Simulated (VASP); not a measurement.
# GaP (R-3m) in VASP: a series of runs

Runs on GaP. Level: LDA. Tasks: single point.

All numbers are computed with VASP 6.6.1; they aren't measurements. Logs are shortened: lines on timing, memory, paths and dates and some standing lists are left out, and cuts for length are marked.

## Step 1: The cell of the first run

The structure is trigonal, space group R-3m (No. 166). Conventional cell: a = 4.197 Å, b = 4.197 Å, c = 19.292 Å, α = 90.00°, β = 90.00°, γ = 120.00°. Ga (site symmetry 3m) has 1 Ga at 2.49 Å and 3 P at 2.57 Å within 3.3 Å. P (site symmetry 3m) has 1 P at 2.21 Å and 3 Ga at 2.57 Å within 2.9 Å.

## Step 2: Single point, LDA (strain +0.080 along x and y, +0.000 along z)

File INCAR:

```
PREC = Accurate
ENCUT = 520
EDIFF = 1E-6
ISMEAR = 0
SIGMA = 0.05
LREAL = F
LASPH = T
NELM = 60
ALGO = Normal
ISIF = 2
LWAVE = F
LCHARG = F
GGA = CA
NBANDS = 26
```

File KPOINTS:

```
regular mesh
0
Gamma
  12 12 12
```

File POSCAR:

```
GaP
1.0
    2.0984563895      1.2115443614      6.4308101003
   -2.0984563895      1.2115443614      6.4308101003
    0.0000000000     -2.4230887228      6.4308101003
Ga P
2 2
Direct
    0.4353720000      0.4353720000      0.4353720000
    0.5646280000      0.5646280000      0.5646280000
    0.0573890000      0.0573890000      0.0573890000
    0.9426110000      0.9426110000      0.9426110000
```

Potentials or basis: VASP PAW LDA potentials, release 64 (Ga_d, P).

On the command line:

```bash
cat potpaw_LDA.64/Ga_d/POTCAR potpaw_LDA.64/P/POTCAR > POTCAR
mpirun -np 1 vasp_std > vasp.out
```

OUTCAR:

```text
PREC = Accurate
   ENCUT = 520
   EDIFF = 1E-6
   ISMEAR = 0
   LREAL = F
   LASPH = T
   NELM = 60
   ISIF = 2
   GGA = CA

 ion  position               nearest neighbor table
   1  0.435  0.435  0.435-   2 2.49   3 2.57   3 2.57   3 2.57
   2  0.565  0.565  0.565-   1 2.49   4 2.57   4 2.57   4 2.57
   3  0.057  0.057  0.057-   4 2.21   1 2.57   1 2.57   1 2.57
   4  0.943  0.943  0.943-   3 2.21   2 2.57   2 2.57   2 2.57

  LATTYP: Found a trigonal (rhomboedric) cell.
 ALAT       =     6.8721668711
 COS(alpha) =     0.8135156038

  Lattice vectors:

 A1 = (   2.0984563895,   1.2115443614,   6.4308101003)
 A2 = (  -2.0984563895,   1.2115443614,   6.4308101003)
 A3 = (   0.0000000000,  -2.4230887228,   6.4308101003)

Analysis of symmetry for initial positions (statically):
=====================================================================
 Subroutine PRICEL returns:
 Original cell was already a primitive cell.

 Routine SETGRP: Setting up the symmetry group for a
 trigonal (rhombohedral) supercell.

 Subroutine GETGRP returns: Found 12 space group operations
 (whereof 12 operations were pure point group operations)
 out of a pool of 12 trial point group operations.

The static configuration has the point symmetry D_3d.

Analysis of symmetry for dynamics (positions and initial velocities):
=====================================================================
 Subroutine PRICEL returns:
 Original cell was already a primitive cell.

 Routine SETGRP: Setting up the symmetry group for a
 trigonal (rhombohedral) supercell.

 Subroutine GETGRP returns: Found 12 space group operations
 (whereof 12 operations were pure point group operations)
 out of a pool of 12 trial point group operations.

The dynamic configuration has the point symmetry D_3d.

 Subroutine INISYM returns: Found 12 space group operations
 (whereof 12 operations are pure point group operations),
 and found     1 'primitive' translations

----------------------------------------------------------------------------------------

                                     Primitive cell

  volume of cell :      98.0971

  direct lattice vectors                    reciprocal lattice vectors
     2.098456389  1.211544361  6.430810100     0.238270379  0.137565468  0.051833801
    -2.098456389  1.211544361  6.430810100    -0.238270379  0.137565468  0.051833801
     0.000000000 -2.423088723  6.430810100     0.000000000 -0.275130935  0.051833801

  length of vectors
     6.872166871  6.872166871  6.872166871     0.279971024  0.279971024  0.279971024

  position of ions in fractional coordinates (direct lattice)
     0.435372000  0.435372000  0.435372000
     0.564628000  0.564628000  0.564628000
     0.057389000  0.057389000  0.057389000
     0.942611000  0.942611000  0.942611000

  ion indices of the primitive-cell ions
   primitive index   ion index
                 1           1
                 2           2
                 3           3
                 4           4

----------------------------------------------------------------------------------------

 KPOINTS: regular mesh

Automatic generation of k-mesh.
 Grid dimensions read from file:
 generate k-points for:   12   12   12

 Generating k-lattice:

  Cartesian coordinates                     Fractional coordinates (reciprocal lattice)
     0.019855865  0.011463789  0.004319483     0.083333333 -0.000000000 -0.000000000
    -0.019855865  0.011463789  0.004319483    -0.000000000  0.083333333 -0.000000000
     0.000000000 -0.022927578  0.004319483    -0.000000000 -0.000000000  0.083333333

  Length of vectors
     0.023330919  0.023330919  0.023330919

  Shift w.r.t. Gamma in fractional coordinates (k-lattice)
     0.000000000  0.000000000  0.000000000

 Subroutine IBZKPT returns following result:
 ===========================================

 Found    189 irreducible k-points:

 Following reciprocal coordinates:
            Coordinates               Weight
  0.000000  0.000000  0.000000      1.000000
  0.083333  0.000000  0.000000      6.000000
  0.166667 -0.000000  0.000000      6.000000
  0.250000  0.000000  0.000000      6.000000
  0.333333 -0.000000  0.000000      6.000000
  0.416667  0.000000  0.000000      6.000000
[... 16 lines left out ...]
  0.500000  0.166667  0.000000     12.000000
 -0.416667  0.166667 -0.000000     12.000000
 [... further k-points ...]
   k-points           NKPTS =    189   k-points in BZ     NKDIM =    189   number of bands    NBANDS=     26
   number of dos      NEDOS =    301   number of ions     NIONS =      4
   total plane-waves  NPLWV = 157464
   dimension x,y,z NGX =    54 NGY =   54 NGZ =   54
   dimension x,y,z NGXF=   108 NGYF=  108 NGZF=  108
   ions per type =               2   2
   NGX,Y,Z   is equivalent  to a cutoff of  13.06, 13.06, 13.06 a.u.
   NGXF,Y,Z  is equivalent  to a cutoff of  26.13, 26.13, 26.13 a.u.
 SYSTEM =  unknown system
   PREC   = accura    normal or accurate (medium, high low for compatibility)
   ISTART =      0    job   : 0-new  1-cont  2-samecut
   ICHARG =      2    charge: 1-file 2-atom 10-const
   ISPIN  =      1    spin polarized calculation?
   LNONCOLLINEAR =      F non collinear calculations
   LSORBIT =      F    spin-orbit coupling
   LASPH  =      T    aspherical Exc in radial PAW
   ENCUT  =  520.0 eV  38.22 Ry    6.18 a.u.  12.78 12.78 12.78*2*pi/ulx,y,z
   NELM   =     60;   NELMIN=  2; NELMDL= -5     # of ELM steps
   EDIFF  = 0.1E-05   stopping-criterion for ELM
   LREAL  =      F    real-space projection
   EDIFFG = 0.1E-04   stopping-criterion for IOM
   NSW    =      0    number of steps for IOM
   IBRION =     -1    ionic relax: 0-MD 1-quasi-New 2-CG
   NFREE  =      0    steps in history (QN), initial steepest desc. (CG)
   ISIF   =      2    stress and relaxation
   ISYM   =      2    0-nonsym 1-usesym 2-fastsym
   POTIM  = 0.5000    time-step for ionic-motion
   TEBEG  =    0.0;   TEEND  =   0.0 temperature during run
   PSTRESS=    0.0 pullay stress
   NELECT =      36.0000    total number of electrons
   NUPDOWN=      -1.0000    fix difference up-down
   EMIN   =  10.00;   EMAX   =-10.00  energy-range for DOS
   EFERMI =   0.00;   METHOD = LEGACY
   ISMEAR =     0;   SIGMA  =   0.05  broadening in eV -4-tet -1-fermi 0-gaus
   EFERMI_NEDOS =   21; number of points for ismear=-14 and -15
   IALGO  =     38    algorithm
   IMIX   =      4    mixing-type and parameters
     AMIX     =   0.40;   BMIX     =  1.00
     AMIX_MAG =   1.60;   BMIX_MAG =  1.00
  volume/ion in A,a.u.               =      24.52       165.50
  Fermi-wavevector in a.u.,A,eV,Ry     =   1.172079  2.214908 18.691268  1.373769
  Thomas-Fermi vector in A             =   2.308513
   LORBIT       =      0    0 simple, 1 ext, 2 COOP (PROOUT), +10 PAW based schemes
   GGA     = CA    functional components
   LHFCALC =     F    Hartree Fock is set to
   AEXX    =    0.0000 exact exchange contribution
   IVDW    =     0    specifies the selected vdW correction
   LEPSILON=     F    determine dielectric tensor
   LRPA    =     F    only Hartree local field effects (RPA)
 non-spin polarized calculation
 Gauss-broadening in eV      SIGMA  =   0.05
  energy-cutoff  :      520.00
  volume of cell :       98.10
 maximum number of plane-waves:      2670
 NGX is ok and might be reduce to    54
   NGX = 25   NGY = 25   NGZ = 25

 number of electron      36.0000009 magnetization

 Free energy of the ion-electron system (eV)
  ---------------------------------------------------
  ext. energy  EPLUGINS =         0.00000000
  ---------------------------------------------------
  free energy    TOTEN  =       -19.48877683 eV

  energy without entropy =      -19.48849514  energy(sigma->0) =      -19.48863598

 E-fermi :   3.0900     XC(G=0):  -9.3212

 val. band max:        3.0876091725   @ k =   0.1667   0.1667   0.1667
 cond. band min:       3.0945829460   @ k =   0.2500   0.2500   0.2500
 fundamental gap:      0.0069737734
 Fermi energy:         3.0899514994

 k-point     1 :       0.0000    0.0000    0.0000
  band No.  band energies     occupation
      1     -11.7150      2.00000
      2     -11.5842      2.00000
      3     -11.5842      2.00000
      4     -11.5537      2.00000
      5     -11.5537      2.00000
      6     -11.5238      2.00000
[... 18 lines left out ...]
     25       7.1708      0.00000
     26      10.2084      0.00000

 k-point     2 :       0.0833    0.0000    0.0000
  band No.  band energies     occupation
      1     -11.7142      2.00000
      2     -11.5869      2.00000
      3     -11.5841      2.00000
      4     -11.5551      2.00000
      5     -11.5523      2.00000
      6     -11.5249      2.00000
[... 18 lines left out ...]
     25       7.3541      0.00000
     26      10.4994      0.00000

 k-point     3 :       0.1667   -0.0000    0.0000
  band No.  band energies     occupation
      1     -11.7120      2.00000
      2     -11.5942      2.00000
      3     -11.5841      2.00000
      4     -11.5588      2.00000
      5     -11.5485      2.00000
      6     -11.5277      2.00000
[... 18 lines left out ...]
     25       7.8603      0.00000
     26      10.5944      0.00000

 k-point     4 :       0.2500    0.0000    0.0000
  band No.  band energies     occupation
      1     -11.7090      2.00000
      2     -11.6041      2.00000
      3     -11.5840      2.00000
      4     -11.5637      2.00000
      5     -11.5433      2.00000
      6     -11.5313      2.00000
[... 18 lines left out ...]
     25       8.5623      0.00000
     26      10.0461      0.00000
[... 496 lines left out ...]
      1     -11.7045      2.00000
      2     -11.6125      2.00000
      3     -11.5878      2.00000
      4     -11.5668      2.00000
      5     -11.5462      2.00000
      6     -11.5270      2.00000
[... 18 lines left out ...]
     25       8.3558      0.00000
     26      10.5143      0.00000

 k-point    23 :       0.5000    0.1667    0.0000
  band No.  band energies     occupation
      1     -11.7025      2.00000
      2     -11.6184      2.00000
      3     -11.5890      2.00000
      4     -11.5672      2.00000
      5     -11.5473      2.00000
      6     -11.5257      2.00000
[... 18 lines left out ...]
     25       8.7434      0.00000
     26      10.7308      0.00000

 k-point    24 :      -0.4167    0.1667   -0.0000
  band No.  band energies     occupation
      1     -11.7017      2.00000
      2     -11.6207      2.00000
      3     -11.5894      2.00000
      4     -11.5672      2.00000
      5     -11.5478      2.00000
      6     -11.5251      2.00000
[... 18 lines left out ...]
     25       9.2495      0.00000
     26      10.1364      0.00000

 [... further k-points ...]

------------------------ aborting loop because EDIFF is reached ----------------------------------------

  FORCE on cell =-STRESS in cart. coord.  units (eV):
  Direction    XX          YY          ZZ          XY          YZ          ZX
  --------------------------------------------------------------------------------------
  -------------------------------------------------------------------------------------
  Total       -7.7146274     -7.7146274     -3.0751398     -0.0000000     -0.0000000      0.0000000
  in kB     -125.9996493   -125.9996493    -50.2249193     -0.0000000     -0.0000000      0.0000000
  external PRESSURE =    -100.7414059 kB  Pullay stress =       0.0000000 kB

 VOLUME and BASIS-vectors are now :
 -----------------------------------------------------------------------------
  energy-cutoff  :      520.00
  volume of cell :       98.10
      direct lattice vectors                 reciprocal lattice vectors
     2.098456389  1.211544361  6.430810100     0.238270379  0.137565468  0.051833801
    -2.098456389  1.211544361  6.430810100    -0.238270379  0.137565468  0.051833801
     0.000000000 -2.423088723  6.430810100     0.000000000 -0.275130935  0.051833801

 POSITION                                       TOTAL-FORCE (eV/Angst)
 -----------------------------------------------------------------------------------
      0.00000      0.00000      8.39938         0.000000     -0.000000     -0.315521
      0.00000      0.00000     10.89305         0.000000     -0.000000      0.315521
      0.00000      0.00000      1.10717         0.000000      0.000000      0.324391
      0.00000      0.00000     18.18526         0.000000     -0.000000     -0.324391
 -----------------------------------------------------------------------------------
    total drift:                                0.000000      0.000000      0.000000

  FREE ENERGIE OF THE ION-ELECTRON SYSTEM (eV)
  ---------------------------------------------------
  free  energy   TOTEN  =       -19.4887768299 eV

  energy  without entropy=      -19.4884951362  energy(sigma->0) =      -19.48863598
```

Wall time 11 min (1 thread of Intel Xeon 6975P-C (Granite Rapids), shared host); peak memory 0.57 GiB.

What came out:

```yaml
Free_energy: -19.4888 eV
Pressure: -10.1 GPa
Largest_force: 0.324 eV/Å
Band_gap_on_the_k_mesh: zero (bands 18 and 19 overlap by 0.01 eV)
```

Forces in eV/Å, atoms in the order of the input:
```
Ga   0.000  0.000 -0.316
Ga   0.000  0.000  0.316
P    0.000  0.000  0.324
P    0.000  0.000 -0.324
```

Stress tensor (GPa, compression positive):
```
-12.60   0.00   0.00
  0.00 -12.60   0.00
  0.00   0.00  -5.02
```

Caveat: the cell differs from its parent crystal (strain +0.080 along x and y, +0.000 along z); the stress differs along the axes, from -13 to -5 GPa; semilocal functionals underestimate gaps, and a narrow one can read as zero.

(Continued in part 2 of 2.)

The gap in the log of VASP goes by the Fermi energy; the results here count the filled bands.